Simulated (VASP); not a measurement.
Write the native input for VASP 6.6.1 that does the following.

```yaml
Task: relaxation of cell and atoms
Functional: PBE
Potentials_or_basis: VASP PAW PBE potentials, release 64 (H, Pb_d)
Cutoff: 600 eV
k_mesh: 10 × 10 × 6
Occupations: gaussian, width 0.1 eV
Spin: no spin polarisation
Dipole_correction: no
Further_INCAR_settings: ALGO = Normal; EDIFF = 1e-06; IBRION = 2; EDIFFG = -0.01; NSW = 100; ISIF = 3
```

The structure of H2Pb lies in POSCAR:

```
H2Pb
1.0
    3.6249639051      0.0000000000      0.0000000000
    0.0000000000      3.6249639051      0.0000000000
    0.0000000000      0.0000000000      6.2276168152
H Pb
4 2
Direct
    0.5000000000      0.0000000000      0.3588500972
    0.5000000000      0.5000000000      0.0000000000
    0.0000000000      0.0000000000      0.0000000000
    0.0000000000      0.5000000000      0.6411499028
    0.5000000000      0.0000000000      0.7594747414
    0.0000000000      0.5000000000      0.2405252586
```

The cell was built from a structure type or drawn by symmetry, and may not be a known phase.

These files were run (other wordings do the same):

INCAR

```
PREC = Accurate
ENCUT = 600
EDIFF = 1E-6
ISMEAR = 0
SIGMA = 0.1
LREAL = F
LASPH = T
NELM = 80
ALGO = Normal
ISIF = 3
LWAVE = F
LCHARG = F
GGA = PE
IBRION = 2
NSW = 100
EDIFFG = -0.01
```

KPOINTS

```
regular mesh
0
Gamma
  10 10 6
```

Potentials or basis: VASP PAW PBE potentials, release 64 (H, Pb_d).

Launch:

```bash
$ cat potpaw_PBE.64/H/POTCAR potpaw_PBE.64/Pb_d/POTCAR > POTCAR
$ mpirun -np 1 vasp_std > vasp.out
```

It gave:

```
Relaxed volume                        : 13.73 Å³/atom
Relaxed cell                          : a = 3.634 Å, b = 3.634 Å, c = 6.238 Å, α = 90.00°, β = 90.00°, γ = 90.00°
Space group after relaxing (to 0.1 Å) : P4/nmm (No. 129)
Energy gained by relaxing             : 0.2 meV/atom
Ionic steps                           : 8
Pressure after relaxing               : 0.0 GPa
Largest force after relaxing          : 0.007 eV/Å
Band gap on the k mesh                : zero (bands 16 and 17 overlap by 3.19 eV)
```

Caveat: spin-orbit coupling is left out, which moves the levels of the heavy elements.

Wall time 10 min on 1 thread of Intel(R) Xeon(R) 6975P-C (Granite Rapids), on a shared host, peak memory 0.31 GiB.
